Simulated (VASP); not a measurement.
A run of VASP 6.6.1:

INCAR

```
PREC = Accurate
ENCUT = 520
EDIFF = 1E-6
ISMEAR = 0
SIGMA = 0.15
LREAL = False
LASPH = True
NELM = 100
ALGO = Normal
ISIF = 2
LWAVE = False
LCHARG = False
GGA = PE
NBANDS = 15
```

The input KPOINTS:

```
regular mesh
0
Gamma
  18 18 18
```

Contents of POSCAR:

```
TaN
1.0
    0.0000000000      2.0700500000      2.1245250000
    2.0700500000      0.0000000000      2.1245250000
    2.0700500000      2.0700500000      0.0000000000
Ta N
1 1
Direct
    0.5000000000      0.5000000000      0.5000000000
    0.0000000000      0.0000000000      0.0000000000
```

Potentials or basis: VASP PAW PBE potentials, release 64 (Ta_pv, N).

Run with:

```sh
$ cat potpaw_PBE.64/Ta_pv/POTCAR potpaw_PBE.64/N/POTCAR > POTCAR
$ mpirun -np 1 vasp_std > vasp.out
```

Hardware: 1 thread of Intel(R) Xeon(R) 6975P-C (Granite Rapids), on a shared host.

Question: How long does it take, and how much memory?

Answer: Wall time 34 s on 1 thread of Intel(R) Xeon(R) 6975P-C (Granite Rapids), with other jobs on the host, peak memory 0.26 GiB. Counts: scf iterations 12, k points 480.
